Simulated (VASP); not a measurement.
## W3C: single point with PBE

The system is W3C, a slab with vacuum.

```
W C
1.0
     2.85459    0.00000    0.00000
    -1.42730    2.47215    0.00000
     0.00000    0.00000   21.69711
W C
3 1
Cartesian
  1.4273 0.8241 4.0000
  0.0000 1.6481 6.3486
  0.0000 0.0000 8.6971
  2.3788 -1.3734 12.1271
```

```json
{
  "Program": "VASP 6.6.1",
  "Task": "single point",
  "Functional": "PBE",
  "Potentials or basis": "VASP PAW PBE potentials, release 64 (W_sv, C)",
  "Cutoff": "520 eV",
  "k mesh": "9 × 9 × 1",
  "Occupations": "gaussian, width 0.1 eV",
  "Spin": "no spin polarisation"
}
```

The largest force is 0.794 eV/Å and the band gap on the k mesh is zero (bands 23 and 24 overlap by 1.08 eV).

Forces in eV/Å, atoms in the order of the input:
```
W   -0.005  0.003 -0.027
W   -0.015  0.008  0.073
W    0.022 -0.013  0.747
C   -0.003  0.002 -0.794
```

Levels at points of the mesh, in eV from the Fermi level:
| k point | band 19 | band 20 | band 21 | band 22 | band 23 | band 24 | band 25 | band 26 | band 27 | band 28 |
| --- | --- | --- | --- | --- | --- | --- | --- | --- | --- | --- |
| (0.00, 0.00, 0.00) | -1.03 | -0.51 | -0.51 | -0.18 | -0.18 | 0.08 | 0.08 | 0.11 | 1.54 | 2.37 |

Run time: 2.9 min on 1 thread of AMD EPYC 9R45 96-Core Processor (Zen 5), with other jobs on the host, peak memory 0.31 GiB.

Caveat: spin-orbit coupling is left out, which moves the levels of the heavy elements.
